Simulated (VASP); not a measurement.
Here is a VASP 6.6.1 calculation.

The input INCAR:

```
SYSTEM = Be
ALGO = Normal
EDIFF = 1E-7
EDIFFG = -0.02
ENCUT = 600
GGA = PS
GGA_COMPAT = .False.
IBRION = 2
ISIF = 3
ISMEAR = -1
LASPH = .True.
LCHARG = .False.
LREAL = .False.
LWAVE = .False.
NELM = 120
NELMIN = 4
NSW = 80
PREC = Accurate
SIGMA = 0.05
```

The input KPOINTS:

```
k-points
0
Gamma
  23 23 23
  0 0 0
```

POSCAR

```
Be
1.0
    0.0000000000      1.5950000000      1.5950000000
    1.5950000000      0.0000000000      1.5950000000
    1.5950000000      1.5950000000      0.0000000000
Be
1
Direct
    0.0000000000      0.0000000000      0.0000000000
```

Potentials or basis: VASP PAW PBE potentials, release 64 (Be).

Launch:

```console
$ cat potpaw_PBE.64/Be/POTCAR > POTCAR
$ mpirun -np 1 vasp_std > vasp.out
```

Predict the band gap on the k mesh.

zero (bands 1 and 2 overlap by 0.66 eV).

Estimate the space group after relaxing (to 0.1 Å).

Fm-3m (No. 225).

Final structure:
```
Be
1.0
     0.00000    1.57519    1.57519
     1.57519    0.00000    1.57519
     1.57519    1.57519    0.00000
Be
1
Cartesian
  0.0000 0.0000 0.0000
```
